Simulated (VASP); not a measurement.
# Mn (Pm-3m) in VASP: a series of runs, part 2 of 2

VASP 6.6.1. The steps go on from the part before.

## 3. Single point, r2SCAN, collinear spin, ferromagnetic start (volume scaled by 1.08)

Input file POSCAR:

```
Mn
1.0
    2.3930724367      0.0000000000      0.0000000000
    0.0000000000      2.3930724367      0.0000000000
    0.0000000000      0.0000000000      2.3930724367
Mn
1
Direct
    0.0000000000      0.0000000000      0.0000000000
```

Input file INCAR.step1:

```
PREC = Accurate
ENCUT = 520
ISMEAR = -1
SIGMA = 0.05
LREAL = F
LASPH = T
NELM = 150
ISPIN = 2
MAGMOM = 1.801
LMAXMIX = 4
NBANDS = 16
GGA = PE
ALGO = Normal
EDIFF = 1E-4
LWAVE = T
LCHARG = F
```

Input file INCAR.step2:

```
PREC = Accurate
ENCUT = 520
EDIFF = 1E-7
ISMEAR = -1
SIGMA = 0.05
LREAL = F
LASPH = T
NELM = 150
ALGO = Normal
ISIF = 2
LWAVE = F
LCHARG = T
ISPIN = 2
MAGMOM = 1.801
LORBIT = 11
LMAXMIX = 4
METAGGA = R2SCAN
LMIXTAU = T
LELF = T
LVHAR = T
NBANDS = 16
ISTART = 1
```

Input file KPOINTS:

```
Automatic mesh
0
Gamma
  15 15 15
```

Potentials or basis: VASP PAW PBE potentials, release 64 (Mn_pv).

Started as:

```sh
> cat potpaw_PBE.64/Mn_pv/POTCAR > POTCAR
> cp INCAR.step1 INCAR
> mpirun -np 1 vasp_std > vasp.out
> cp INCAR.step2 INCAR
> mpirun -np 1 vasp_std > vasp.out
```

OUTCAR:

```text
PREC = Accurate
   ENCUT = 520
   EDIFF = 1E-7
   ISMEAR = -1
   LREAL = F
   LASPH = T
   NELM = 150
   ISIF = 2
   ISPIN = 2
   LORBIT = 11
   METAGGA = R2SCAN
   ISTART = 1

 ion  position               nearest neighbor table
   1  0.000  0.000  0.000-

  LATTYP: Found a simple cubic cell.
 ALAT       =     2.3930724367

  Lattice vectors:

 A1 = (   2.3930724367,   0.0000000000,   0.0000000000)
 A2 = (   0.0000000000,   2.3930724367,   0.0000000000)
 A3 = (   0.0000000000,   0.0000000000,   2.3930724367)

Analysis of symmetry for initial positions (statically):
=====================================================================
 Subroutine PRICEL returns:
 Original cell was already a primitive cell.

 Routine SETGRP: Setting up the symmetry group for a
 simple cubic supercell.

 Subroutine GETGRP returns: Found 48 space group operations
 (whereof 48 operations were pure point group operations)
 out of a pool of 48 trial point group operations.

The static configuration has the point symmetry O_h .

Analysis of symmetry for dynamics (positions and initial velocities):
[... 639 lines left out ...]

 k-point     1 :       0.0000    0.0000    0.0000
  band No.  band energies     occupation
      1     -38.7919      1.00000
      2     -38.7916      1.00000
      3     -38.7916      1.00000
      4      -0.0084      1.00000
      5       6.2781      1.00000
      6       6.2784      1.00000
[... 435 lines left out ...]
      5       7.1052      1.00000
      6       8.0577      0.00179
[... 8 lines left out ...]
     15      40.7684      0.00000
     16      41.4238      0.00000

 [... further k-points ...]

------------------------ aborting loop because EDIFF is reached ----------------------------------------

  FORCE on cell =-STRESS in cart. coord.  units (eV):
  Direction    XX          YY          ZZ          XY          YZ          ZX
  --------------------------------------------------------------------------------------
  -------------------------------------------------------------------------------------
  Total        1.2152770      1.2152770      1.2152770      0.0000000      0.0000000     -0.0000000
  in kB      142.0752115    142.0752115    142.0752115      0.0000000      0.0000000     -0.0000000
  external PRESSURE =     142.0752115 kB  Pullay stress =       0.0000000 kB

 VOLUME and BASIS-vectors are now :
 -----------------------------------------------------------------------------
  energy-cutoff  :      520.00
  volume of cell :       13.70
      direct lattice vectors                 reciprocal lattice vectors
     2.393072437  0.000000000  0.000000000     0.417872850  0.000000000  0.000000000
     0.000000000  2.393072437  0.000000000     0.000000000  0.417872850  0.000000000
     0.000000000  0.000000000  2.393072437     0.000000000  0.000000000  0.417872850

 POSITION                                       TOTAL-FORCE (eV/Angst)
 -----------------------------------------------------------------------------------
      0.00000      0.00000      0.00000         0.000000      0.000000      0.000000
 -----------------------------------------------------------------------------------
    total drift:                               -0.000000      0.000000      0.000000

  FREE ENERGIE OF THE ION-ELECTRON SYSTEM (eV)
  ---------------------------------------------------
  free  energy   TOTEN  =       -13.5658419698 eV

  energy  without entropy=      -13.5562705037  energy(sigma->0) =      -13.56105624

 total charge

# of ion       s       p       d       tot
------------------------------------------
    1        0.418   6.247   5.166  11.831

 magnetization (x)

# of ion       s       p       d       tot
------------------------------------------
    1        0.015   0.018   2.968   3.000
```

OUTCAR.step1:

```text
PREC = Accurate
   ENCUT = 520
   ISMEAR = -1
   LREAL = F
   LASPH = T
   NELM = 150
[... 1147 lines left out ...]

 POSITION                                       TOTAL-FORCE (eV/Angst)
 -----------------------------------------------------------------------------------
      0.00000      0.00000      0.00000         0.000000      0.000000      0.000000
 -----------------------------------------------------------------------------------
    total drift:                               -0.000000      0.000000      0.000000

  FREE ENERGIE OF THE ION-ELECTRON SYSTEM (eV)
  ---------------------------------------------------
  free  energy   TOTEN  =        -7.9643405220 eV

  energy  without entropy=       -7.9480115256  energy(sigma->0) =       -7.95617602
```

Run time: 4.6 min. Hardware: 1 thread of Intel Xeon Platinum 8259CL at 2.50GHz (Skylake/Cascade Lake), shared host; peak memory 0.16 GiB.

Results:

```
Free energy                                           : -13.5658 eV
Pressure                                              : 14.2 GPa
Net moment                                            : 3.04 μB per cell
Site moments                                          : Mn +3.00 μB
Valence electrons inside the program's atomic spheres : Mn 11.83
```

Caveat: the PAW data sets were made with another functional, which shifts forces and pressure a little.
